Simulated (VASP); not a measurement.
Runs of VASP 6.6.1 on SiC. The structure is that of space group Pm-3m (No. 221), or close to it. The cells are those of the table. 

| task | level | cell | k mesh | smearing | gap on the mesh (eV) | pressure (GPa) |
| --- | --- | --- | --- | --- | --- | --- |
| single point | PBE | a = 2.595 Å, 2 atoms | 16 × 16 × 16 | fermi-dirac 0.15 eV | none | (b) |
| single point | PBEsol | a = 2.639 Å, 2 atoms | 16 × 16 × 16 | fermi-dirac 0.15 eV | none | (a) |
| single point | PBEsol | a = 2.595 Å, 2 atoms | 16 × 16 × 16 | fermi-dirac 0.15 eV | none | 6.1 |
| single point | PBEsol | a = 2.618 Å, 2 atoms | 6 × 6 × 6 | gaussian 0.05 eV | none | 0.2 |
| single point | PBEsol | a = 2.612 Å, 2 atoms | 6 × 6 × 6 | gaussian 0.05 eV | none | 1.7 |

Alike in all rows: potentials or basis VASP PAW PBE potentials, release 64 (Si, C); no spin polarisation; cutoff (eV) 520.

Problem. Estimate the missing entries.

Solution. (a) -3.3; (b) 10.3.

Caveats: some runs use coarse meshes; the PAW data sets were made with another functional, which shifts forces and pressure a little (some runs).

A gap of «none» marks levels without a gap at the run's occupations.
